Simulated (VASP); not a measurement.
# CsI (Pm-3m) in VASP: a series of runs

CsI is run at these levels: PBE0, PBE-based screened hybrid; tasks: single point.

Everything below comes from runs of VASP 6.6.1. Logs are shortened: lines on timing, memory, paths and dates and some standing lists are left out, and cuts for length are marked.

## Step 1: The cell of the first run

The structure is cubic, space group Pm-3m (No. 221). The conventional cell has a = 4.608 Å, b = 4.608 Å, c = 4.608 Å, α = 90.00°, β = 90.00°, γ = 90.00°. Cs (site symmetry m-3m) has 8 I at 3.99 Å and 6 Cs at 4.61 Å within 5.2 Å. Within 5.2 Å of I (site symmetry m-3m) lie 8 Cs at 3.99 Å and 6 I at 4.61 Å.

## Step 2: Single point, PBE0

Contents of POSCAR:

```
CsI
1.0
    4.6081405142      0.0000000000      0.0000000000
    0.0000000000      4.6081405142      0.0000000000
    0.0000000000      0.0000000000      4.6081405142
Cs I
1 1
Direct
    0.0000000000      0.0000000000      0.0000000000
    0.5000000000      0.5000000000      0.5000000000
```

Contents of INCAR.step1:

```
SYSTEM = CsI
PREC = Accurate
ENCUT = 400
EDIFF = 1E-5
ISMEAR = 0
SIGMA = 0.01
LREAL = .FALSE.
LASPH = .TRUE.
NELM = 120
ALGO = Normal
ISIF = 2
LWAVE = .TRUE.
NBANDS = 15
GGA = PE
GGA_COMPAT = .FALSE.
```

Contents of INCAR.step2:

```
SYSTEM = CsI
PREC = Accurate
ENCUT = 400
EDIFF = 1E-6
ISMEAR = 0
SIGMA = 0.01
LREAL = .FALSE.
LASPH = .TRUE.
NELM = 120
ALGO = Normal
ISIF = 2
LWAVE = .FALSE.
LCHARG = .TRUE.
GGA = PE
LHFCALC = .TRUE.
AEXX = 0.25
PRECFOCK = Normal
LELF = .TRUE.
LVHAR = .TRUE.
NBANDS = 15
ISTART = 1
GGA_COMPAT = .FALSE.
```

Contents of KPOINTS:

```
Automatic mesh
0
G
  4 4 4
  0 0 0
```

Potentials or basis: VASP PAW PBE potentials, release 64 (Cs_sv, I).

Run with:

```bash
$ cat potpaw_PBE.64/Cs_sv/POTCAR potpaw_PBE.64/I/POTCAR > POTCAR
$ cp INCAR.step1 INCAR
$ mpirun -np 1 vasp_std > vasp.out
$ cp INCAR.step2 INCAR
$ mpirun -np 1 vasp_std > vasp.out
```

OUTCAR:

```text
SYSTEM = CsI
   PREC = Accurate
   ENCUT = 400
   EDIFF = 1E-6
   ISMEAR = 0
   LREAL = .FALSE.
   LASPH = .TRUE.
   NELM = 120
   ISIF = 2
   GGA = PE
   LHFCALC = .TRUE.
   AEXX = 0.25
   PRECFOCK = Normal
   ISTART = 1

 ion  position               nearest neighbor table
   1  0.000  0.000  0.000-
   2  0.500  0.500  0.500-

  LATTYP: Found a simple cubic cell.
 ALAT       =     4.6081405142

  Lattice vectors:

 A1 = (   4.6081405142,   0.0000000000,   0.0000000000)
 A2 = (   0.0000000000,   4.6081405142,   0.0000000000)
 A3 = (   0.0000000000,   0.0000000000,   4.6081405142)

Analysis of symmetry for initial positions (statically):
=====================================================================
 Subroutine PRICEL returns:
 Original cell was already a primitive cell.

 Routine SETGRP: Setting up the symmetry group for a
 simple cubic supercell.

 Subroutine GETGRP returns: Found 48 space group operations
 (whereof 48 operations were pure point group operations)
 out of a pool of 48 trial point group operations.

The static configuration has the point symmetry O_h .

Analysis of symmetry for dynamics (positions and initial velocities):
=====================================================================
 Subroutine PRICEL returns:
 Original cell was already a primitive cell.

 Routine SETGRP: Setting up the symmetry group for a
 simple cubic supercell.

 Subroutine GETGRP returns: Found 48 space group operations
 (whereof 48 operations were pure point group operations)
 out of a pool of 48 trial point group operations.

The dynamic configuration has the point symmetry O_h .

 Subroutine INISYM returns: Found 48 space group operations
 (whereof 48 operations are pure point group operations),
 and found     1 'primitive' translations

----------------------------------------------------------------------------------------

                                     Primitive cell

  volume of cell :      97.8537

  direct lattice vectors                    reciprocal lattice vectors
     4.608140514  0.000000000  0.000000000     0.217007272  0.000000000  0.000000000
     0.000000000  4.608140514  0.000000000     0.000000000  0.217007272  0.000000000
     0.000000000  0.000000000  4.608140514     0.000000000  0.000000000  0.217007272

  length of vectors
     4.608140514  4.608140514  4.608140514     0.217007272  0.217007272  0.217007272

  position of ions in fractional coordinates (direct lattice)
     0.000000000  0.000000000  0.000000000
     0.500000000  0.500000000  0.500000000

  ion indices of the primitive-cell ions
   primitive index   ion index
                 1           1
                 2           2

----------------------------------------------------------------------------------------

 KPOINTS: Automatic mesh

Automatic generation of k-mesh.
 Grid dimensions read from file:
 generate k-points for:    4    4    4

 Generating k-lattice:

  Cartesian coordinates                     Fractional coordinates (reciprocal lattice)
     0.054251818  0.000000000  0.000000000     0.250000000  0.000000000  0.000000000
     0.000000000  0.054251818  0.000000000     0.000000000  0.250000000  0.000000000
     0.000000000  0.000000000  0.054251818     0.000000000  0.000000000  0.250000000

  Length of vectors
     0.054251818  0.054251818  0.054251818

  Shift w.r.t. Gamma in fractional coordinates (k-lattice)
     0.000000000  0.000000000  0.000000000

 Subroutine IBZKPT returns following result:
 ===========================================

 Found     10 irreducible k-points:

 Following reciprocal coordinates:
            Coordinates               Weight
  0.000000  0.000000  0.000000      1.000000
  0.250000  0.000000  0.000000      6.000000
  0.500000  0.000000  0.000000      3.000000
  0.250000  0.250000  0.000000     12.000000
  0.500000  0.250000  0.000000     12.000000
  0.500000  0.500000  0.000000      3.000000
  0.250000  0.250000  0.250000      8.000000
  0.500000  0.250000  0.250000     12.000000
  0.500000  0.500000  0.250000      6.000000
  0.500000  0.500000  0.500000      1.000000
   k-points           NKPTS =     10   k-points in BZ     NKDIM =     64   number of bands    NBANDS=     15
   number of dos      NEDOS =    301   number of ions     NIONS =      2
   total plane-waves  NPLWV =  27000
   dimension x,y,z NGX =    30 NGY =   30 NGZ =   30
   dimension x,y,z NGXF=    60 NGYF=   60 NGZF=   60
   ions per type =               1   1
   NGX,Y,Z   is equivalent  to a cutoff of  10.82, 10.82, 10.82 a.u.
   NGXF,Y,Z  is equivalent  to a cutoff of  21.65, 21.65, 21.65 a.u.
 SYSTEM =  CsI
   PREC   = accura    normal or accurate (medium, high low for compatibility)
   ISTART =      1    job   : 0-new  1-cont  2-samecut
   ICHARG =      0    charge: 1-file 2-atom 10-const
   ISPIN  =      1    spin polarized calculation?
   LNONCOLLINEAR =      F non collinear calculations
   LSORBIT =      F    spin-orbit coupling
   LASPH  =      T    aspherical Exc in radial PAW
   ENCUT  =  400.0 eV  29.40 Ry    5.42 a.u.   7.51  7.51  7.51*2*pi/ulx,y,z
   NELM   =    120;   NELMIN=  2; NELMDL=  0     # of ELM steps
   EDIFF  = 0.1E-05   stopping-criterion for ELM
   LREAL  =      F    real-space projection
   EDIFFG = 0.1E-04   stopping-criterion for IOM
   NSW    =      0    number of steps for IOM
   IBRION =     -1    ionic relax: 0-MD 1-quasi-New 2-CG
   NFREE  =      0    steps in history (QN), initial steepest desc. (CG)
   ISIF   =      2    stress and relaxation
   ISYM   =      3    0-nonsym 1-usesym 2-fastsym
   POTIM  = 0.5000    time-step for ionic-motion
   TEBEG  =    0.0;   TEEND  =   0.0 temperature during run
   PSTRESS=    0.0 pullay stress
   NELECT =      16.0000    total number of electrons
   NUPDOWN=      -1.0000    fix difference up-down
   EMIN   =  10.00;   EMAX   =-10.00  energy-range for DOS
   EFERMI =   0.00;   METHOD = LEGACY
   ISMEAR =     0;   SIGMA  =   0.01  broadening in eV -4-tet -1-fermi 0-gaus
   EFERMI_NEDOS =   21; number of points for ismear=-14 and -15
   IALGO  =     38    algorithm
   IMIX   =      1    mixing-type and parameters
     AMIX     =   0.40;   BMIX     =  1.00
     AMIX_MAG =   1.60;   BMIX_MAG =  1.00
  volume/ion in A,a.u.               =      48.93       330.17
  Fermi-wavevector in a.u.,A,eV,Ry     =   0.895205  1.691692 10.903597  0.801392
  Thomas-Fermi vector in A             =   2.017507
   LORBIT       =      0    0 simple, 1 ext, 2 COOP (PROOUT), +10 PAW based schemes
   GGA     = PE    functional components
   LHFCALC =     T    Hartree Fock is set to
   PRECFOCK=normal    Normal, Fast or Accurate (Low or Medium for compatibility)
   ENCUT4O =  -1.0   cutoff for four orbital integrals eV
   NKREDX  =     1    reduce k-point grid by
   NKREDY  =     1    reduce k-point grid by
   NKREDZ  =     1    reduce k-point grid by
   AEXX    =    0.2500 exact exchange contribution
   HFSCREEN=    0.0000 screening length (either q_TF or 0.3 A-1)
   HFSCREENC=   0.0000 screening length for correlation (either q_TF or 0.3 A-1)
   ENCUTFOCK=  -1.0 apply spherical cutoff to Coloumb kernel
   IVDW    =     0    specifies the selected vdW correction
   LEPSILON=     F    determine dielectric tensor
   LRPA    =     F    only Hartree local field effects (RPA)
 non-spin polarized calculation
 Gauss-broadening in eV      SIGMA  =   0.01
  energy-cutoff  :      400.00
  volume of cell :       97.85
 maximum number of plane-waves:      1800
  NGX = 24; NGY = 24; NGZ = 24

 number of electron      16.0000010 magnetization

 Free energy of the ion-electron system (eV)
  ---------------------------------------------------
  ext. energy  EPLUGINS =         0.00000000
  ---------------------------------------------------
  free energy    TOTEN  =        -6.83241914 eV

  energy without entropy =       -6.83241914  energy(sigma->0) =       -6.83241914

 E-fermi :  -0.3476     XC(G=0):  -6.0575

 val. band max:       -0.4260149939   @ k =   0.5000   0.5000   0.0000
 cond. band min:       5.0486545224   @ k =   0.0000   0.0000   0.0000
 fundamental gap:      5.4746695163
 Fermi energy:        -0.3476438773

 k-point     1 :       0.0000    0.0000    0.0000
  band No.  band energies     occupation
      1     -22.3407      2.00000
      2     -11.9834      2.00000
      3      -8.0234      2.00000
      4      -8.0234      2.00000
      5      -8.0234      2.00000
      6      -0.5284      2.00000
      7      -0.5284      2.00000
      8      -0.5284      2.00000
      9       5.0487      0.00000
     10       5.4830      0.00000
     11       5.4830      0.00000
     12       9.2446      0.00000
     13       9.2446      0.00000
     14       9.2446      0.00000
     15      11.6515      0.00000

 k-point     2 :       0.2500    0.0000    0.0000
  band No.  band energies     occupation
      1     -22.3283      2.00000
      2     -11.9844      2.00000
      3      -8.0939      2.00000
      4      -7.9913      2.00000
      5      -7.9913      2.00000
      6      -1.3868      2.00000
      7      -0.5968      2.00000
      8      -0.5968      2.00000
      9       5.8703      0.00000
     10       6.1845      0.00000
     11       6.7437      0.00000
     12       9.1235      0.00000
     13       9.1235      0.00000
     14       9.5343      0.00000
     15       9.6247      0.00000
[... 113 lines left out ...]
      3      -8.3255      2.00000
      4      -8.3255      2.00000
      5      -8.0974      2.00000
      6      -1.5679      2.00000
      7      -1.5679      2.00000
      8      -1.1849      2.00000
      9       6.6260      0.00000
     10       7.7228      0.00000
     11       7.7705      0.00000
     12       7.7705      0.00000
     13      10.3432      0.00000
     14      10.3432      0.00000
     15      11.2745      0.00000

 k-point    10 :       0.5000    0.5000    0.5000
  band No.  band energies     occupation
      1     -22.2729      2.00000
      2     -11.6894      2.00000
      3      -8.2646      2.00000
      4      -8.2646      2.00000
      5      -8.2646      2.00000
      6      -1.7780      2.00000
      7      -1.7780      2.00000
      8      -1.7780      2.00000
      9       8.4157      0.00000
     10       8.4157      0.00000
     11       8.4157      0.00000
     12       9.2827      0.00000
     13       9.2827      0.00000
     14       9.2827      0.00000
     15      11.3853      0.00000

------------------------ aborting loop because EDIFF is reached ----------------------------------------

  FORCE on cell =-STRESS in cart. coord.  units (eV):
  Direction    XX          YY          ZZ          XY          YZ          ZX
  --------------------------------------------------------------------------------------
  -------------------------------------------------------------------------------------
  Total        0.0695819      0.0695819      0.0695819     -0.0000000      0.0000000      0.0000000
  in kB        1.1392777      1.1392777      1.1392777     -0.0000000      0.0000000      0.0000000
  external PRESSURE =       1.1392777 kB  Pullay stress =       0.0000000 kB

 VOLUME and BASIS-vectors are now :
 -----------------------------------------------------------------------------
  energy-cutoff  :      400.00
  volume of cell :       97.85
      direct lattice vectors                 reciprocal lattice vectors
     4.608140514  0.000000000  0.000000000     0.217007272  0.000000000  0.000000000
     0.000000000  4.608140514  0.000000000     0.000000000  0.217007272  0.000000000
     0.000000000  0.000000000  4.608140514     0.000000000  0.000000000  0.217007272

 POSITION                                       TOTAL-FORCE (eV/Angst)
 -----------------------------------------------------------------------------------
      0.00000      0.00000      0.00000         0.000000      0.000000      0.000000
      2.30407      2.30407      2.30407         0.000000      0.000000      0.000000
 -----------------------------------------------------------------------------------
    total drift:                                0.000004      0.000004      0.000004

  FREE ENERGIE OF THE ION-ELECTRON SYSTEM (eV)
  ---------------------------------------------------
  free  energy   TOTEN  =        -6.8324191436 eV

  energy  without entropy=       -6.8324191436  energy(sigma->0) =       -6.83241914
```

Wall time 4.2 min (1 thread of Intel Xeon Platinum 8375C at 2.90GHz (Ice Lake), shared host); peak memory 0.18 GiB.

Results:

```
Free energy            : -6.8324 eV
Pressure               : 0.1 GPa
Band gap on the k mesh : 5.47 eV, indirect (least direct gap 5.58 eV)
```

Caveat: the PAW data sets were made with another functional, which shifts forces and pressure a little; spin-orbit coupling is left out, which moves the levels of the heavy elements. A k mesh can miss the band edges.

## Step 3: Single point, PBE-based screened hybrid

POSCAR is that of step 2.

Contents of INCAR.step1:

```
ALGO     = Normal         # electronic algorithm
EDIFF    = 1E-5           # SCF threshold, eV
ENCUT    = 400            # plane-wave cutoff, eV
GGA      = PE             # functional
GGA_COMPAT= False        
ISIF     = 2              # what is computed and relaxed
ISMEAR   = 0              # smearing method
LASPH    = True           # aspherical terms in the spheres
LCHARG   = False          # write CHGCAR
LREAL    = False          # projectors in reciprocal space
LWAVE    = True           # write WAVECAR
NBANDS   = 15             # bands
NELM     = 120            # most SCF steps
PREC     = Accurate       # precision mode
SIGMA    = 0.01           # smearing width, eV
```

Contents of INCAR.step2:

```
AEXX     = 0.5            # exact-exchange fraction
ALGO     = Normal         # electronic algorithm
EDIFF    = 1E-6           # SCF threshold, eV
ENCUT    = 400            # plane-wave cutoff, eV
GGA      = PE             # functional
GGA_COMPAT= False        
HFSCREEN = 0.3            # screening, 1/A
ISIF     = 2              # what is computed and relaxed
ISMEAR   = 0              # smearing method
ISTART   = 1            
LASPH    = True           # aspherical terms in the spheres
LCHARG   = False          # write CHGCAR
LHFCALC  = True           # exact exchange
LREAL    = False          # projectors in reciprocal space
LWAVE    = False          # write WAVECAR
NBANDS   = 15             # bands
NELM     = 120            # most SCF steps
PREC     = Accurate       # precision mode
PRECFOCK = Normal       
SIGMA    = 0.01           # smearing width, eV
```

Contents of KPOINTS:

```
k-points
0
Gamma
  4 4 4
```

Potentials or basis: VASP PAW PBE potentials, release 64 (Cs_sv, I).

Run with:

```bash
$ cat potpaw_PBE.64/Cs_sv/POTCAR potpaw_PBE.64/I/POTCAR > POTCAR
$ cp INCAR.step1 INCAR
$ mpirun -np 1 vasp_std > vasp.out
$ cp INCAR.step2 INCAR
$ mpirun -np 1 vasp_std > vasp.out
```

Run time: 5.7 min. Hardware: 1 thread of Intel Xeon Platinum 8375C at 2.90GHz (Ice Lake), shared host; peak memory 0.28 GiB.

Results (log left out):

```yaml
Free_energy: -6.9813 eV
Pressure: 0.0 GPa
Band_gap_on_the_k_mesh: 5.38 eV, indirect (least direct gap 5.48 eV)
```

Levels at points of the mesh, in eV from the valence-band top:
```csv
k point,band 6,band 7,band 8,band 9,band 10,band 11
"(0.00, 0.00, 0.00)",-0.10,-0.10,-0.10,5.38,5.74,5.74
"(0.50, 0.00, 0.00)",-1.60,-0.23,-0.23,6.87,8.00,8.36
"(0.50, 0.50, 0.00)",-0.94,-0.94,0.00,5.78,6.52,7.80
"(0.50, 0.50, 0.50)",-1.35,-1.35,-1.35,8.70,8.70,8.70
```

Caveat: the PAW data sets were made with another functional, which shifts forces and pressure a little; spin-orbit coupling is left out, which moves the levels of the heavy elements.

## Step 4: Single point, PBE-based screened hybrid

POSCAR is that of step 3.

Contents of INCAR.step1:

```
SYSTEM = CsI
PREC = Accurate
ENCUT = 400
EDIFF = 1E-5
ISMEAR = 0
SIGMA = 0.01
LREAL = .False.
LASPH = .True.
NELM = 120
ALGO = Normal
ISIF = 2
LWAVE = .True.
LCHARG = .False.
GGA = PE
NBANDS = 15
GGA_COMPAT = .False.
```

Contents of INCAR.step2:

```
SYSTEM = CsI
PREC = Accurate
ENCUT = 400
EDIFF = 1E-6
ISMEAR = 0
SIGMA = 0.01
LREAL = .False.
LASPH = .True.
NELM = 120
ALGO = Normal
ISIF = 2
LWAVE = .False.
LCHARG = .False.
GGA = PE
LHFCALC = .True.
AEXX = 0.35
HFSCREEN = 0.1
PRECFOCK = Normal
ISTART = 1
NBANDS = 15
GGA_COMPAT = .False.
```

Contents of KPOINTS:

```
Automatic mesh
0
Gamma
  4 4 4
  0 0 0
```

Run with:

```bash
$ cat potpaw_PBE.64/Cs_sv/POTCAR potpaw_PBE.64/I/POTCAR > POTCAR
$ cp INCAR.step1 INCAR
$ mpirun -np 1 vasp_std > vasp.out
$ cp INCAR.step2 INCAR
$ mpirun -np 1 vasp_std > vasp.out
```

Run time: 5 min. Hardware: 1 thread of Intel Xeon Platinum 8375C at 2.90GHz (Ice Lake), shared host; peak memory 0.28 GiB.

It converged, with:

| Quantity | Value |
| --- | --- |
| Free energy | -7.0409 eV |
| Pressure | 0.0 GPa |
| Band gap on the k mesh | 5.65 eV, indirect (least direct gap 5.75 eV) |

Levels at points of the mesh, in eV from the valence-band top:
| k point | band 6 | band 7 | band 8 | band 9 | band 10 | band 11 |
| --- | --- | --- | --- | --- | --- | --- |
| (0.00, 0.00, 0.00) | -0.11 | -0.11 | -0.11 | 5.65 | 6.06 | 6.06 |
| (0.50, 0.00, 0.00) | -1.65 | -0.24 | -0.24 | 7.19 | 8.30 | 8.67 |
| (0.50, 0.50, 0.00) | -0.95 | -0.95 | 0.00 | 6.10 | 6.83 | 8.12 |
| (0.50, 0.50, 0.50) | -1.38 | -1.38 | -1.38 | 9.02 | 9.02 | 9.02 |

Caveat: the PAW data sets were made with another functional, which shifts forces and pressure a little; spin-orbit coupling is left out, which moves the levels of the heavy elements.

## Step 5: Summary

```tsv
level	share of exact exchange	screening parameter	gap on the mesh (eV)	pressure (GPa)
PBE0	-	-	5.47	0.1
PBE-based screened hybrid	0.5	0.3 1/Å	5.38	0.0
PBE-based screened hybrid	0.35	0.1 1/Å	5.65	0.0
```

Alike in all rows: task single point; potentials or basis VASP PAW PBE potentials, release 64 (Cs_sv, I); no spin polarisation; cell as given; k mesh 4 × 4 × 4; cutoff (eV) 400; smearing gaussian 0.01 eV.

On the cell as given the gap runs from 5.38 eV (PBE-based screened hybrid) to 5.65 eV (PBE-based screened hybrid).

Caveats: the PAW data sets were made with another functional, which shifts forces and pressure a little; spin-orbit coupling is left out, which moves the levels of the heavy elements.

Total energies depend on the potentials used, so only differences within one code and one set of settings carry meaning.
